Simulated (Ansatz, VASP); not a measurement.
GaAs in VASP and in Ansatz

```xyz
2
Lattice="0.0000 2.8167 2.8331 2.8167 0.0000 2.8331 2.8167 2.8167 0.0000" Properties=species:S:1:pos:R:3 pbc="T T T"
Ga    0.0000    0.0000    0.0000
As    1.4083    1.4083    1.4165
```

Change from the starting cell: biaxial_xy strain -0.6%.

Alike in both runs: task single point; functional r2SCAN; k mesh 8 × 8 × 8; no spin polarisation.

```csv
,VASP,Ansatz
version,VASP 6.6.1,Ansatz 0.2.0
potentials or method,"VASP PAW PBE potentials, release 64 (Ga_d, As)","plane waves, PAW"
plane-wave cutoff (eV),520,500
occupations,"gaussian, width 0.01 eV",fixed
valence electrons in the cell,18,28
```

|  | VASP | Ansatz | Ansatz less VASP |
| --- | --- | --- | --- |
| gap on the k mesh at the Fermi level (eV) | 1.02 | 1.04 | +0.020 |
| pressure (GPa) | 1.0 | 0.9 | -0.12 |
| traceless stress, the component that is largest in VASP (GPa) | -0.27 | -0.27 | 0.000 |

VASP's potentials were made for PBE, not for r2SCAN. VASP's potentials hold 18 valence electrons a cell and Ansatz's 28, so a difference there can come from the potentials and not from the codes.
